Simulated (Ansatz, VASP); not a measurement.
# Two plane-wave programs on Co

Contents of INCAR:

```
PREC     = Accurate       # precision mode
ENCUT    = 520            # plane-wave cutoff, eV
EDIFF    = 1E-6           # SCF threshold, eV
ISMEAR   = -1             # smearing method
SIGMA    = 0.05           # smearing width, eV
LREAL    = F              # projectors in reciprocal space
LASPH    = T              # aspherical terms in the spheres
NELM     = 150            # most SCF steps
ALGO     = Normal         # electronic algorithm
ISIF     = 2              # what is computed and relaxed
LWAVE    = F              # write WAVECAR
LCHARG   = F              # write CHGCAR
ISPIN    = 2              # spin polarisation
MAGMOM   = 1.69 1.69      # initial moments
LORBIT   = 11             # projections on sites
LMAXMIX  = 4              # l up to which the mixer works
GGA      = PE             # functional
NBANDS   = 20             # bands
```

Contents of KPOINTS:

```
Automatic mesh
0
Gamma
  24 24 13
```

File POSCAR:

```
Co
1.0
    2.5895197986      0.0000000000      0.0000000000
   -1.2947598993      2.2425899292      0.0000000000
    0.0000000000      0.0000000000      4.1828497080
Co
2
Direct
    0.3333333333      0.6666666667      0.2500000000
    0.6666666667      0.3333333333      0.7500000000
```

Input for Ansatz:

```yaml
crystal:
  lattice:
    - [2.5895197986, 0.0, 0.0]
    - [-1.2947598993, 2.2425899292, 0.0]
    - [0.0, 0.0, 4.182849708]
  atoms:
    - { symbol: Co, position: [0.3333333333, 0.6666666667, 0.25], spin: 1.69 }
    - { symbol: Co, position: [0.6666666667, 0.3333333333, 0.75], spin: 1.69 }
hamiltonian:
  xc: pbe
  pseudopotentials:
    kind: paw
    azcp:
      Co: "pseudopotentials/Co.paw.azcp"
basis:
  ecutwfc: 420
  fft_grid_basis: typed
kpoints:
  mp_grid: { grid: [24, 24, 13], shift: [0, 0, 0] }
magnetization:
  spin_polarized: true
scf:
  occupations: { method: fermi_dirac, width: 0.05 }
output:
  stress: true
```

Alike in both runs: task single point; functional PBE; k mesh 24 × 24 × 13; occupations fermi-dirac, width 0.05 eV; collinear spin.

|  | VASP | Ansatz |
| --- | --- | --- |
| version | VASP 6.6.1 | Ansatz 0.2.0 |
| potentials or method | VASP PAW PBE potentials, release 64 (Co), cutoff 520 eV | plane waves (420 eV) with PAW, scalar-relativistic |
| valence electrons in the cell | 18 | 34 |

```tsv
	VASP	Ansatz	Ansatz less VASP
pressure (GPa)	-18.6	-18.4	+0.19
traceless stress, the component that is largest in VASP (GPa)	0.36	0.47	+0.113
net moment per atom (μB)	1.67	1.68	+0.009
size of the moment on the site where the two differ most (μB)	1.72	1.77	+0.055
```

Site moments also hang on the region over which each program counts them. VASP's potentials hold 18 valence electrons a cell and Ansatz's 34, so a difference there can come from the potentials and not from the codes.
